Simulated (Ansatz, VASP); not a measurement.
## Two plane-wave programs on WS2

```
W S
1.0
     1.57900    0.91164    6.40986
    -1.57900    0.91164    6.40986
     0.00000   -1.82327    6.40986
W S
1 2
Cartesian
  0.0000 0.0000 0.0000
  0.0000 0.0000 14.4280
  0.0000 0.0000 11.1724
```

Change from the starting cell: strain +0.000 along x and y, +0.040 along z, atoms carried along.

Alike in both runs: task single point; functional PBEsol; k mesh 12 × 12 × 12; occupations gaussian, width 0.05 eV; no spin polarisation.

|  | VASP | Ansatz |
| --- | --- | --- |
| version | VASP 6.6.1 | Ansatz 0.2.0 |
| potentials or method | VASP PAW PBE potentials, release 64 (W_sv, S), cutoff 520 eV | scalar-relativistic, plane waves, PAW |
| valence electrons in the cell | 26 | 26 |

```tsv
	VASP	Ansatz	Ansatz less VASP
gap on the k mesh at the Fermi level (eV)	1.13	1.12	-0.014
least direct gap on the mesh (eV)	2.04	2.04	-0.004
pressure (GPa)	-6.9	-7.0	-0.09
traceless stress, the component that is largest in VASP (GPa)	-4.27	-4.29	-0.021
rms of the force components (eV/Å)	0.600	0.608	+0.0078
```

VASP's potentials were made for PBE, not for PBEsol. Atom by atom the forces differ by 0.009 eV/Å (rms over components).

Neither program's run includes spin-orbit coupling.
